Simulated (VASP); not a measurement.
Here is a VASP 6.6.1 calculation.

Contents of INCAR:

```
  PREC = Accurate
  ENCUT = 520
  EDIFF = 1E-6
  ISMEAR = -1
  SIGMA = 0.05
  LREAL = False
  LASPH = True
  NELM = 150
  ALGO = Normal
  ISIF = 2
  LWAVE = False
  LCHARG = False
  ISPIN = 2
  MAGMOM = 0.418 -0.418
  LORBIT = 11
  LMAXMIX = 4
  GGA = PE
  NBANDS = 24
```

The input KPOINTS:

```
regular mesh
0
Gamma
  24 24 13
```

The input POSCAR:

```
Mn
1.0
    2.4836014582      0.0000000000      0.0000000000
   -1.2418007291      2.1508619557      0.0000000000
    0.0000000000      0.0000000000      4.0219932926
Mn
2
Direct
    0.3333333333      0.6666666667      0.2500000000
    0.6666666667      0.3333333333      0.7500000000
```

Potentials or basis: VASP PAW PBE potentials, release 64 (Mn_pv).

Launch:

```sh
$ cat potpaw_PBE.64/Mn_pv/POTCAR > POTCAR
$ mpirun -np 1 vasp_std > vasp.out
```

(1) Estimate the net moment.

(2) Estimate the band gap on the k mesh.

(3) Predict the site moments.

(4) What does it give for the pressure?

Results:

(1) 0.00 μB per cell.

(2) zero (filled and empty bands overlap).

(3) Mn +0.47, -0.47 μB.

(4) 0.1 GPa.

Caveat: the antiferromagnetic order is the one typed at the start, and another may lie lower.
